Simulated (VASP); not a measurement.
Runs of VASP 6.6.1 on La. The structure is hexagonal, space group P6_3/mmc (No. 194). The conventional cell has a = 3.787 Å, b = 3.787 Å, c = 12.062 Å, α = 90.00°, β = 90.00°, γ = 120.00°. La (site symmetry -3m) has 12 La at 3.72 to 3.79 Å within 4.9 Å. Within 4.9 Å of La (site symmetry -6m2) lie 12 La at 3.72 to 3.79 Å. 

```tsv
k mesh	smearing	gap on the mesh (eV)	pressure (GPa)
10 × 10 × 3	methfessel-paxton 0.3 eV	none	0.0
10 × 10 × 3	methfessel-paxton 0.01 eV	none	0.1
10 × 10 × 3	methfessel-paxton 0.2 eV	none	0.0
5 × 5 × 2	fermi-dirac 0.1 eV	none	(a)
10 × 10 × 3	fermi-dirac 0.2 eV	none	0.3
10 × 10 × 3	methfessel-paxton 1 eV	none	-0.1
10 × 10 × 3	methfessel-paxton 0.6 eV	none	-0.1
10 × 10 × 3	fermi-dirac 0.6 eV	none	2.7
10 × 10 × 3	fermi-dirac 0.03 eV	none	0.1
10 × 10 × 3	fermi-dirac 0.3 eV	none	0.8
```

Alike in all rows: task single point; level r2SCAN; potentials or basis VASP PAW PBE potentials, release 64 (La); no spin polarisation; cell as given; cutoff (eV) 520.

Question: Estimate the missing entries.

Answer: (a) 0.2.

Caveats: some runs use coarse meshes; the PAW data sets were made with another functional, which shifts forces and pressure a little; spin-orbit coupling is left out, which moves the levels of the heavy elements; so wide a smearing shifts energies and pressures (at least some runs); the highest band is partly filled, so the run has too few bands (at least some runs).

A k mesh can miss the band edges, and the runs leave out spin-orbit coupling on La.

A gap of «none» marks levels without a gap at the run's occupations.
